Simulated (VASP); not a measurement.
# Ga2Sb2CO in VASP: single point with PBE+D3(BJ)

Aim: the single point of Ga2Sb2CO with PBE+D3(BJ).

All numbers are computed with VASP 6.6.1; they aren't measurements. Logs are shortened: lines on timing, memory, paths and dates and some standing lists are left out, and cuts for length are marked.

## (1) The cell of the first run

The cell holds a slab with vacuum, 6 atoms: a = 4.334 Å, b = 4.334 Å, c = 23.320 Å, α = 90.00°, β = 90.00°, γ = 120.00°.

## (2) Single point, PBE+D3(BJ)

Contents of INCAR:

```
PREC = Accurate ; ENCUT = 520
EDIFF = 1E-6 ; ISMEAR = 0
SIGMA = 0.1 ; LREAL = False
LASPH = True ; NELM = 120
ALGO = Normal ; ISIF = 2
LWAVE = False ; LCHARG = False
LDIPOL = True ; IDIPOL = 3
DIPOL = 0.5 0.5 0.353 ; GGA = PE
IVDW = 12 ; NBANDS = 42
GGA_COMPAT = False ; NELMDL = -8
```

Contents of KPOINTS:

```
Automatic mesh
0
Gamma
  6 6 1
```

Contents of POSCAR:

```
Ga2Sb2CO
1.0
    4.3343814621      0.0000000000      0.0000000000
   -2.1671907311      3.7536844559      0.0000000000
    0.0000000000      0.0000000000     23.3197422777
Sb Ga O C
2 2 1 1
Direct
    0.0000000000      0.0000000000      0.1715284823
    0.3333333333      0.6666666667      0.3301590654
    0.3333333333      0.6666666667      0.2094685204
    0.6666666667      0.3333333333      0.3632005095
    0.7777777778      0.7777777778      0.4961350833
    0.7777777778      0.7777777778      0.5454495220
```

Potentials or basis: VASP PAW PBE potentials, release 64 (Sb_d_GW, Ga_d, O, C).

Command:

```bash
> cat potpaw_PBE.64/Sb_d_GW/POTCAR potpaw_PBE.64/Ga_d/POTCAR potpaw_PBE.64/O/POTCAR potpaw_PBE.64/C/POTCAR > POTCAR
> mpirun -np 1 vasp_std > vasp.out
```

OUTCAR:

```text
PREC = Accurate
   ENCUT = 520
   EDIFF = 1E-6
   ISMEAR = 0
   LREAL = False
   LASPH = True
   NELM = 120
   ISIF = 2
   GGA = PE
   IVDW = 12
   NELMDL = -8
 IVDW          = 12

 ion  position               nearest neighbor table
   1  0.000  0.000  0.172-   3 2.65   3 2.65   3 2.65
   2  0.333  0.667  0.330-   4 2.62   4 2.62   4 2.62   3 2.81
   3  0.333  0.667  0.209-   1 2.65   1 2.65   1 2.65   2 2.81
   4  0.667  0.333  0.363-   2 2.62   2 2.62   2 2.62
   5  0.778  0.778  0.496-   6 1.15
   6  0.778  0.778  0.545-   5 1.15

  LATTYP: Found a hexagonal cell.
 ALAT       =     4.3343814621
 C/A-ratio  =     5.3801776520

  Lattice vectors:

 A1 = (   4.3343814621,   0.0000000000,   0.0000000000)
 A2 = (  -2.1671907311,   3.7536844559,   0.0000000000)
 A3 = (   0.0000000000,   0.0000000000,  23.3197422777)

Analysis of symmetry for initial positions (statically):
=====================================================================
 Subroutine PRICEL returns:
 Original cell was already a primitive cell.

 Routine SETGRP: Setting up the symmetry group for a
 hexagonal supercell.

 Subroutine GETGRP returns: Found  1 space group operations
 (whereof  1 operations were pure point group operations)
 out of a pool of 24 trial point group operations.

The static configuration has the point symmetry C_1 .

Analysis of symmetry for dynamics (positions and initial velocities):
=====================================================================
 Subroutine PRICEL returns:
 Original cell was already a primitive cell.

 Routine SETGRP: Setting up the symmetry group for a
 hexagonal supercell.

 Subroutine GETGRP returns: Found  1 space group operations
 (whereof  1 operations were pure point group operations)
 out of a pool of 24 trial point group operations.

The dynamic configuration has the point symmetry C_1 .

 Subroutine INISYM returns: Found  1 space group operations
 (whereof  1 operations are pure point group operations),
 and found     1 'primitive' translations

----------------------------------------------------------------------------------------

                                     Primitive cell

  volume of cell :     379.4099

  direct lattice vectors                    reciprocal lattice vectors
     4.334381462  0.000000000  0.000000000     0.230713427  0.133202459  0.000000000
    -2.167190731  3.753684456  0.000000000     0.000000000  0.266404918  0.000000000
     0.000000000  0.000000000 23.319742278     0.000000000  0.000000000  0.042882121

  length of vectors
     4.334381462  4.334381462 23.319742278     0.266404918  0.266404918  0.042882121

  position of ions in fractional coordinates (direct lattice)
     0.000000000  0.000000000  0.171528482
     0.333333333  0.666666667  0.330159065
     0.333333333  0.666666667  0.209468520
     0.666666667  0.333333333  0.363200509
     0.777777778  0.777777778  0.496135083
     0.777777778  0.777777778  0.545449522

  ion indices of the primitive-cell ions
   primitive index   ion index
                 1           1
                 2           2
                 3           3
                 4           4
                 5           5
                 6           6

----------------------------------------------------------------------------------------

 KPOINTS: Automatic mesh

Automatic generation of k-mesh.
 Grid dimensions read from file:
 generate k-points for:    6    6    1

 Generating k-lattice:

  Cartesian coordinates                     Fractional coordinates (reciprocal lattice)
     0.038452238  0.022200410  0.000000000     0.166666667  0.000000000  0.000000000
     0.000000000  0.044400820  0.000000000     0.000000000  0.166666667  0.000000000
     0.000000000  0.000000000  0.042882121     0.000000000  0.000000000  1.000000000

  Length of vectors
     0.044400820  0.044400820  0.042882121

  Shift w.r.t. Gamma in fractional coordinates (k-lattice)
     0.000000000  0.000000000  0.000000000

 Subroutine IBZKPT returns following result:
 ===========================================

 Found     20 irreducible k-points:

 Following reciprocal coordinates:
            Coordinates               Weight
  0.000000  0.000000  0.000000      1.000000
  0.166667  0.000000  0.000000      2.000000
  0.000000  0.166667  0.000000      2.000000
 -0.166667  0.166667  0.000000      2.000000
  0.333333  0.000000  0.000000      2.000000
  0.000000  0.333333  0.000000      2.000000
[... 12 lines left out ...]
  0.500000 -0.166667  0.000000      2.000000
  0.333333  0.333333  0.000000      2.000000
   k-points           NKPTS =     20   k-points in BZ     NKDIM =     20   number of bands    NBANDS=     42
   number of dos      NEDOS =    301   number of ions     NIONS =      6
   total plane-waves  NPLWV = 184320
   dimension x,y,z NGX =    32 NGY =   32 NGZ =  180
   dimension x,y,z NGXF=    64 NGYF=   64 NGZF=  360
   ions per type =               2   2   1   1
   NGX,Y,Z   is equivalent  to a cutoff of  12.27, 12.27, 12.83 a.u.
   NGXF,Y,Z  is equivalent  to a cutoff of  24.55, 24.55, 25.66 a.u.
 SYSTEM =  unknown system
   PREC   = accura    normal or accurate (medium, high low for compatibility)
   ISTART =      0    job   : 0-new  1-cont  2-samecut
   ICHARG =      2    charge: 1-file 2-atom 10-const
   ISPIN  =      1    spin polarized calculation?
   LNONCOLLINEAR =      F non collinear calculations
   LSORBIT =      F    spin-orbit coupling
   LASPH  =      T    aspherical Exc in radial PAW
   ENCUT  =  520.0 eV  38.22 Ry    6.18 a.u.   8.06  8.06 43.36*2*pi/ulx,y,z
   NELM   =    120;   NELMIN=  2; NELMDL= -8     # of ELM steps
   EDIFF  = 0.1E-05   stopping-criterion for ELM
   LREAL  =      F    real-space projection
[... 7 lines left out ...]
   TEBEG  =    0.0;   TEEND  =   0.0 temperature during run
   PSTRESS=    0.0 pullay stress
   NELECT =      66.0000    total number of electrons
   NUPDOWN=      -1.0000    fix difference up-down
   EMIN   =  10.00;   EMAX   =-10.00  energy-range for DOS
   EFERMI =   0.00;   METHOD = LEGACY
   ISMEAR =     0;   SIGMA  =   0.10  broadening in eV -4-tet -1-fermi 0-gaus
   EFERMI_NEDOS =   21; number of points for ismear=-14 and -15
   IALGO  =     38    algorithm
   IMIX   =      4    mixing-type and parameters
     AMIX     =   0.40;   BMIX     =  1.00
     AMIX_MAG =   1.60;   BMIX_MAG =  1.00
  volume/ion in A,a.u.               =      63.23       426.73
  Fermi-wavevector in a.u.,A,eV,Ry     =   0.913875  1.726973 11.363133  0.835167
  Thomas-Fermi vector in A             =   2.038437
   LORBIT       =      0    0 simple, 1 ext, 2 COOP (PROOUT), +10 PAW based schemes
   GGA     = PE    functional components
   LHFCALC =     F    Hartree Fock is set to
   AEXX    =    0.0000 exact exchange contribution
   IVDW    =    12    specifies the selected vdW correction
   LEPSILON=     F    determine dielectric tensor
   LRPA    =     F    only Hartree local field effects (RPA)
 non-spin polarized calculation
 Gauss-broadening in eV      SIGMA  =   0.10
  energy-cutoff  :      520.00
  volume of cell :      379.41
 maximum number of plane-waves:     10242
   NGX = 17   NGY = 17   NGZ = 87

 dipolmoment           0.000000      0.000000      0.000070 electrons x Angstroem

 number of electron      66.0000006 magnetization

 dipolmoment           0.000000      0.000000     -0.099125 electrons x Angstroem

 Free energy of the ion-electron system (eV)
  ---------------------------------------------------
  ext. energy  EPLUGINS =         0.00000000
  ---------------------------------------------------
  free energy    TOTEN  =       -28.29600723 eV

  energy without entropy =      -28.28945978  energy(sigma->0) =      -28.29273350

 E-fermi :  -1.2447     XC(G=0):  -4.2260

 val. band max:       -1.2557274412   @ k =   0.0000   0.0000   0.0000
 cond. band min:      -1.2301967515   @ k =   0.3333   0.3333   0.0000
 fundamental gap:      0.0255306897
 Fermi energy:        -1.2446949309

 k-point     1 :       0.0000    0.0000    0.0000
  band No.  band energies     occupation
      1     -30.4770      2.00000
      2     -30.4643      2.00000
      3     -30.4630      2.00000
      4     -30.4495      2.00000
      5     -30.4484      2.00000
      6     -29.5135      2.00000
[... 34 lines left out ...]
     41       2.2168      0.00000
     42       2.6579      0.00000

 k-point     2 :       0.1667    0.0000    0.0000
  band No.  band energies     occupation
      1     -30.4764      2.00000
      2     -30.4646      2.00000
      3     -30.4625      2.00000
      4     -30.4491      2.00000
      5     -30.4484      2.00000
      6     -29.5137      2.00000
[... 34 lines left out ...]
     41       2.6221      0.00000
     42       2.7478      0.00000

 k-point     3 :       0.0000    0.1667    0.0000
  band No.  band energies     occupation
      1     -30.4764      2.00000
      2     -30.4644      2.00000
      3     -30.4627      2.00000
      4     -30.4494      2.00000
      5     -30.4481      2.00000
      6     -29.5136      2.00000
[... 34 lines left out ...]
     41       2.6056      0.00000
     42       2.7014      0.00000

 k-point     4 :      -0.1667    0.1667    0.0000
  band No.  band energies     occupation
      1     -30.4764      2.00000
      2     -30.4638      2.00000
      3     -30.4632      2.00000
      4     -30.4497      2.00000
      5     -30.4479      2.00000
      6     -29.5134      2.00000
[... 664 lines left out ...]
     41       3.6975      0.00000
     42       4.0017      0.00000

 k-point    19 :       0.5000   -0.1667    0.0000
  band No.  band energies     occupation
      1     -30.4746      2.00000
      2     -30.4649      2.00000
      3     -30.4618      2.00000
      4     -30.4489      2.00000
      5     -30.4472      2.00000
      6     -29.5134      2.00000
[... 34 lines left out ...]
     41       3.5028      0.00000
     42       3.9041      0.00000

 k-point    20 :       0.3333    0.3333    0.0000
  band No.  band energies     occupation
      1     -30.4741      2.00000
      2     -30.4643      2.00000
      3     -30.4624      2.00000
      4     -30.4485      2.00000
      5     -30.4474      2.00000
      6     -29.5120      2.00000
[... 34 lines left out ...]
     41       4.1397      0.00000
     42       4.4124      0.00000

------------------------ aborting loop because EDIFF is reached ----------------------------------------

 vacuum level on the upper side and lower side of the slab       (xc-potential included)        -0.553         0.531

 Edisp (eV)   -1.00035

 E8    (eV) :    -0.4650

  FORCE on cell =-STRESS in cart. coord.  units (eV):
  Direction    XX          YY          ZZ          XY          YZ          ZX
  --------------------------------------------------------------------------------------
  -------------------------------------------------------------------------------------
  Total      -0.13050    -0.10207    -1.04449    -0.01100     0.05862     0.03648
  in kB      -0.55110    -0.43103    -4.41069    -0.04643     0.24755     0.15404
  external pressure =       -1.80 kB  Pullay stress =        0.00 kB

 VOLUME and BASIS-vectors are now :
 -----------------------------------------------------------------------------
  energy-cutoff  :      520.00
  volume of cell :      379.41
      direct lattice vectors                 reciprocal lattice vectors
     4.334381462  0.000000000  0.000000000     0.230713427  0.133202459  0.000000000
    -2.167190731  3.753684456  0.000000000     0.000000000  0.266404918  0.000000000
     0.000000000  0.000000000 23.319742278     0.000000000  0.000000000  0.042882121

 POSITION                                       TOTAL-FORCE (eV/Angst)
 -----------------------------------------------------------------------------------
      0.00000      0.00000      4.00000        -0.003829     -0.000584      0.161046
     -0.00000      2.50246      7.69922        -0.002236     -0.007064     -0.021816
     -0.00000      2.50246      4.88475         0.000305     -0.000002     -0.138265
      2.16719      1.25123      8.46974        -0.001710     -0.011679     -0.008578
      1.68559      2.91953     11.56974         0.010269      0.025534      0.662359
      1.68559      2.91953     12.71974        -0.002799     -0.006206     -0.654746
 -----------------------------------------------------------------------------------
    total drift:                                0.000395      0.000577     -0.012207

  FREE ENERGIE OF THE ION-ELECTRON SYSTEM (eV)
  ---------------------------------------------------
  free  energy   TOTEN  =       -29.2963525283 eV

  energy  without entropy=      -29.2898050860  energy(sigma->0) =      -29.29307881

 vacuum level on the upper side and lower side of the slab         2.528         3.633
```

Run time: 6.1 min. Hardware: 1 thread of Intel Xeon 6975P-C (Granite Rapids), shared host; peak memory 0.69 GiB.

Results:

```yaml
Free_energy: -29.2964 eV
Largest_force: 0.663 eV/Å
Band_gap_on_the_k_mesh: 0.03 eV (least direct gap 0.15 eV)
Dispersion_energy_per_atom: -0.167 eV
```

Forces on the atoms (eV/Å):
```
Sb  -0.004 -0.001  0.161
Sb  -0.002 -0.007 -0.022
Ga   0.000  0.000 -0.138
Ga  -0.002 -0.012 -0.009
O    0.010  0.026  0.662
C   -0.003 -0.006 -0.655
```

Caveat: spin-orbit coupling is left out, which moves the levels of the heavy elements.
